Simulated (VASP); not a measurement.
Here is a VASP 6.6.1 calculation.

INCAR

```
ALGO = Normal
EDIFF = 1E-6
EDIFFG = -0.01
ENCUT = 600
GGA = PE
IBRION = 2
ISIF = 3
ISMEAR = 0
LASPH = True
LCHARG = False
LREAL = False
LWAVE = False
NELM = 100
NSW = 100
PREC = Accurate
SIGMA = 0.02
```

The input KPOINTS:

```
k-points
0
Gamma
  8 8 8
```

Contents of POSCAR:

```
ZnO
1.0
   -3.2336667770      3.2336667770      2.6399606049
    3.2336667770     -3.2336667770      2.6399606049
    3.2336667770      3.2336667770     -2.6399606049
Zn O
4 4
Direct
    0.4103569095      0.9103569095      0.1985622167
    0.7117946927      0.2117946927      0.8014377833
    0.9103569095      0.7117946927      0.5000000000
    0.2117946927      0.4103569095      0.5000000000
    0.2889862044      0.0896233230      0.5000000000
    0.5896233230      0.7889862044      0.5000000000
    0.7889862044      0.2889862044      0.1993628815
    0.0896233230      0.5896233230      0.8006371185
```

Potentials or basis: VASP PAW PBE potentials, release 64 (Zn, O).

The run is started by

```sh
$ cat potpaw_PBE.64/Zn/POTCAR potpaw_PBE.64/O/POTCAR > POTCAR
$ mpirun -np 1 vasp_std > vasp.out
```

Problem. Estimate the relaxed cell.

Solution. a = 5.290 Å, b = 5.290 Å, c = 5.290 Å, α = 104.49°, β = 104.49°, γ = 119.97°.

Problem. Predict the band gap on the k mesh.

Solution. 0.91 eV.

Final structure:
```xyz
8
Lattice="-3.2388 3.2388 2.6460 3.2388 -3.2388 2.6460 3.2388 3.2388 -2.6460" Properties=species:S:1:pos:R:3 pbc="T T T"
Zn    2.2622   -0.9766    2.9690
Zn    0.9766    4.2154    0.3230
Zn    0.9766    2.2622    2.9690
Zn    2.2622    0.9766    0.3230
O     0.9739    2.2649   -0.3210
O     2.2649    0.9739    2.3250
O    -0.9739    2.2649    2.3250
O     4.2127    0.9739   -0.3210
```

A k mesh can miss the band edges.
